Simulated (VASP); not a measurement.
F: single point with r2SCAN

The system is F.

```xyz
4
Lattice="2.6505 -1.5173 0.0000 2.6505 1.5173 0.0000 -2.1034 0.0000 6.7261" Properties=species:S:1:pos:R:3 pbc="T T T"
F     1.8312    0.0000    2.6962
F     0.2451    0.0000    0.6632
F     1.3664    0.0000    4.0299
F     2.9525   -0.0100    6.0629
```

```
Program                : VASP 6.6.1
Task                   : single point
Functional             : r2SCAN
Potentials or basis    : VASP PAW PBE potentials, release 64 (F)
Cutoff                 : 520 eV
k mesh                 : 8 × 8 × 4
Occupations            : gaussian, width 0.01 eV
Spin                   : no spin polarisation
Dipole correction      : no
Further INCAR settings : ALGO = Normal; EDIFF = 1e-06; NBANDS = 22
```

| Item | Value |
| --- | --- |
| Pressure | 0.0 GPa |
| Largest force | 0.050 eV/Å |
| Band gap on the k mesh | 3.33 eV (least direct gap 3.40 eV) |

Forces in eV/Å, atoms in the order of the input:
```
F    0.021  0.000 -0.046
F    0.022 -0.002  0.035
F   -0.021 -0.001  0.046
F   -0.022  0.003 -0.035
```

Stress tensor (GPa, compression positive):
```
-0.24  0.00 -0.05
 0.00 -0.28  0.00
-0.05  0.00  0.42
```

Levels at points of the mesh, in eV from the valence-band top:
| k point | band 11 | band 12 | band 13 | band 14 | band 15 | band 16 | band 17 | band 18 |
| --- | --- | --- | --- | --- | --- | --- | --- | --- |
| (0.00, 0.00, 0.00) | -0.44 | -0.24 | -0.22 | -0.07 | 3.33 | 4.63 | 10.68 | 12.95 |
| (0.50, 0.00, 0.00) | -0.79 | -0.76 | -0.41 | -0.35 | 4.09 | 4.15 | 15.68 | 15.82 |
| (0.00, 0.50, 0.00) | -0.79 | -0.76 | -0.41 | -0.34 | 4.09 | 4.15 | 15.67 | 15.82 |
| (0.50, 0.50, 0.00) | -0.74 | -0.47 | -0.43 | 0.00 | 3.98 | 4.11 | 15.51 | 16.23 |
| (0.00, 0.00, 0.50) | -0.38 | -0.33 | -0.16 | -0.13 | 3.94 | 3.99 | 11.55 | 11.59 |
| (0.50, 0.00, 0.50) | -0.97 | -0.60 | -0.47 | -0.16 | 3.84 | 4.34 | 15.84 | 16.03 |
| (0.00, 0.50, 0.50) | -0.98 | -0.60 | -0.47 | -0.15 | 3.83 | 4.36 | 15.84 | 16.02 |
| (0.50, 0.50, 0.50) | -0.76 | -0.66 | -0.23 | -0.19 | 4.07 | 4.11 | 15.48 | 15.77 |

It took 3 min on 1 thread of Intel(R) Xeon(R) 6975P-C (Granite Rapids), on a shared host, peak memory 0.24 GiB.

Caveat: the PAW data sets were made with another functional, which shifts forces and pressure a little. A k mesh can miss the band edges.
